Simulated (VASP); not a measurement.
KCl (Sylvite), 2 atoms in the cell. Symmetry: Fm-3m, No. 225, cubic system. The conventional cell has a = 6.293 Å, b = 6.293 Å, c = 6.293 Å, α = 90.00°, β = 90.00°, γ = 90.00°. Within 4.1 Å of K (site symmetry m-3m) lie 6 Cl at 3.15 Å. Cl (site symmetry m-3m) has 6 K at 3.15 Å within 4.1 Å. 

* Program: VASP 6.6.1
* Task: single point
* Functional: PBE
* Potentials or basis: VASP PAW PBE potentials, release 64 (K_sv, Cl)
* Cutoff: 520 eV
* k mesh: 6 × 6 × 6
* Occupations: gaussian, width 0.01 eV
* Spin: no spin polarisation
* Dipole correction: no
* Further INCAR settings: ALGO = Normal; EDIFF = 1e-07; NBANDS = 15

Potentials or basis: VASP PAW PBE potentials, release 64 (K_sv, Cl).

Launch:

```console
$ cat potpaw_PBE.64/K_sv/POTCAR potpaw_PBE.64/Cl/POTCAR > POTCAR
$ mpirun -np 1 vasp_std > vasp.out
```

Hardware: 1 thread of AMD EPYC 9R45 96-Core Processor (Zen 5), with other jobs on the host.

**Question.** How long does it take, and how much memory?

**Answer.** It took 13 s on 1 thread of AMD EPYC 9R45 96-Core Processor (Zen 5), with other jobs on the host, peak memory 0.17 GiB. Counts: scf iterations 15, k points 16.
